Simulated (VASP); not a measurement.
**TiB: single point with r2SCAN**

The system is TiB.

```
CELL_PARAMETERS angstrom
2.42719 2.42719 0.00000
-2.42719 2.42719 0.00000
0.00000 0.00000 4.85437
ATOMIC_POSITIONS crystal
Ti 0.50000 0.00000 0.25000
Ti 0.00000 0.50000 0.75000
B 0.00000 0.00000 0.00000
B 0.50000 0.50000 0.50000
```

This cell differs from its parent crystal: equal strain along all axes, cell held: -2.0 %.

* Program: VASP 6.6.1
* Task: single point
* Functional: r2SCAN
* Potentials or basis: VASP PAW PBE potentials, release 64 (Ti_sv, B)
* Cutoff: 520 eV
* k mesh: 16 × 16 × 10
* Occupations: gaussian, width 0.1 eV
* Spin: no spin polarisation

The pressure is 7.4 GPa and the band gap on the k mesh is zero (band 15 reaches 6.07 eV, above the bottom of band 16 at 4.50 eV).

Levels at points of the mesh, in eV from the Fermi level:
| k point | band 11 | band 12 | band 13 | band 14 | band 15 | band 16 | band 17 | band 18 | band 19 | band 20 |
| --- | --- | --- | --- | --- | --- | --- | --- | --- | --- | --- |
| (0.00, 0.00, 0.00) | -3.05 | -1.15 | -1.15 | -1.15 | 0.82 | 0.95 | 0.95 | 2.61 | 2.61 | 3.44 |
| (0.50, 0.00, 0.00) | -1.89 | -1.89 | -1.15 | -1.15 | -0.27 | -0.27 | 2.18 | 2.18 | 3.05 | 3.05 |
| (0.50, 0.50, 0.00) | -3.05 | -3.05 | 0.82 | 0.82 | 0.95 | 0.95 | 0.95 | 0.95 | 3.44 | 3.44 |
| (0.00, 0.00, 0.50) | -2.10 | -2.10 | -0.43 | -0.43 | -0.43 | -0.43 | 1.49 | 1.49 | 3.01 | 3.01 |
| (0.50, 0.00, 0.50) | -2.46 | -2.46 | -0.62 | -0.62 | -0.62 | -0.62 | 3.03 | 3.03 | 3.03 | 3.03 |
| (0.50, 0.50, 0.50) | -2.16 | -2.16 | -0.34 | -0.34 | 0.58 | 0.58 | 1.04 | 1.04 | 2.62 | 2.62 |

Run time: 15 min on 1 thread of Intel(R) Xeon(R) Platinum 8259CL CPU @ 2.50GHz (Skylake/Cascade Lake), with other jobs on the host, peak memory 0.41 GiB.

Caveat: the cell differs from its parent crystal (equal strain along all axes, cell held: -2.0 %); the PAW data sets were made with another functional, which shifts forces and pressure a little.
